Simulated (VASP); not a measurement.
Here is a VASP 6.6.1 calculation.

Contents of INCAR:

```
SYSTEM = Si2Mo
  PREC = Accurate
  ENCUT = 520
  EDIFF = 1E-8
  ISMEAR = -1
  SIGMA = 0.08
  LREAL = .FALSE.
  LASPH = .TRUE.
  NELM = 100
  ALGO = Normal
  ISIF = 2
  LWAVE = .FALSE.
  LCHARG = .FALSE.
  GGA = PS
  LEFG = .TRUE.
  NBANDS = 18
```

KPOINTS

```
Automatic mesh
0
G
  16 16 16
  0 0 0
```

Contents of POSCAR:

```
Si2Mo
1.0
   -1.6313805159      1.6313805159      4.0075881985
    1.6313805159     -1.6313805159      4.0075881985
    1.6313805159      1.6313805159     -4.0075881985
Si Mo
2 1
Direct
    0.3330000000      0.3330000000      0.0000000000
    0.6670000000      0.6670000000      0.0000000000
    0.0000000000      0.0000000000      0.0000000000
```

Potentials or basis: VASP PAW PBE potentials, release 64 (Si, Mo_sv).

Launch:

```sh
$ cat potpaw_PBE.64/Si/POTCAR potpaw_PBE.64/Mo_sv/POTCAR > POTCAR
$ mpirun -np 1 vasp_std > vasp.out
```

What does it give for the largest force?

0.403 eV/Å.

What does it give for the pressure?

-13.2 GPa.

What does it give for the band gap on the k mesh?

Zero (bands 11 and 12 overlap by 0.99 eV).

Forces in eV/Å, atoms in the order of the input:
```
Si   0.000  0.000  0.403
Si   0.000  0.000 -0.403
Mo   0.000  0.000  0.000
```

Caveat: the cell stands under tension; without QUAD_EFG the Cq values of the log hold for a quadrupole moment of 1 mb, not for the nuclei; the PAW data sets were made with another functional, which shifts forces and pressure a little.
